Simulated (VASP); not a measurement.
Runs of VASP 6.6.1 on BaTiO3. The structure is that of space group R3m (No. 160), or close to it. The cells are those of the table. 

```csv
level,U,cell,cutoff (eV),gap on the mesh (eV),pressure (GPa),largest force (eV/Å)
PBE+U,Ti d U = 1.0 eV,"a = 4.058 Å, angles 89.7°, 5 atoms",520,2.65,2.1,0.25
PBE,-,"a = 4.060 Å, angles 89.7°, 5 atoms",520,2.64,(a),(b)
PBEsol,-,"a = 4.004 Å, angles 89.8°, 5 atoms",600,2.52,(c),0.55
PBE,-,"a = 4.033 Å, angles 89.8°, 5 atoms",520,2.52,3.7,0.08
```

Alike in all rows: task single point; potentials or basis VASP PAW PBE potentials, release 64 (Ba_sv, Ti_sv, O); no spin polarisation; k mesh 7 × 7 × 7; smearing fermi-dirac 0.05 eV.

Question: Fill in the values left out.

Answer: (a) 1.6; (b) 0.09; (c) 0.7.

Caveats: spin-orbit coupling is left out, which moves the levels of the heavy elements; the PAW data sets were made with another functional, which shifts forces and pressure a little (some runs).

A k mesh can miss the band edges, and the runs leave out spin-orbit coupling on Ba.
